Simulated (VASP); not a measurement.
A run of VASP 6.6.1:

INCAR

```
SYSTEM = TiC
  PREC = Accurate
  ENCUT = 520
  EDIFF = 1E-7
  ISMEAR = 0
  SIGMA = 0.15
  LREAL = .FALSE.
  LASPH = .TRUE.
  NELM = 60
  ALGO = Normal
  ISIF = 2
  LWAVE = .FALSE.
  LCHARG = .FALSE.
  GGA = PS
  NBANDS = 15
```

The input KPOINTS:

```
regular mesh
0
G
  26 26 26
  0 0 0
```

The input POSCAR:

```
TiC
1.0
    0.0000000000      2.0795571237      2.2875128360
    2.0795571237      0.0000000000      2.2875128360
    2.0795571237      2.0795571237      0.0000000000
Ti C
1 1
Direct
    0.0000000000      0.0000000000      0.0000000000
    0.5000000000      0.5000000000      0.5000000000
```

Potentials or basis: VASP PAW PBE potentials, release 64 (Ti_sv, C).

Command:

```sh
$ cat potpaw_PBE.64/Ti_sv/POTCAR potpaw_PBE.64/C/POTCAR > POTCAR
$ mpirun -np 1 vasp_std > vasp.out
```

Hardware: 1 thread of AMD EPYC 9R45 96-Core Processor (Zen 5) (shared host).

Estimate the wall time of this run.

It took 4.4 min on 1 thread of AMD EPYC 9R45 96-Core Processor (Zen 5), on a shared host, peak memory 0.45 GiB. Counts: scf iterations 15, k points 1330.
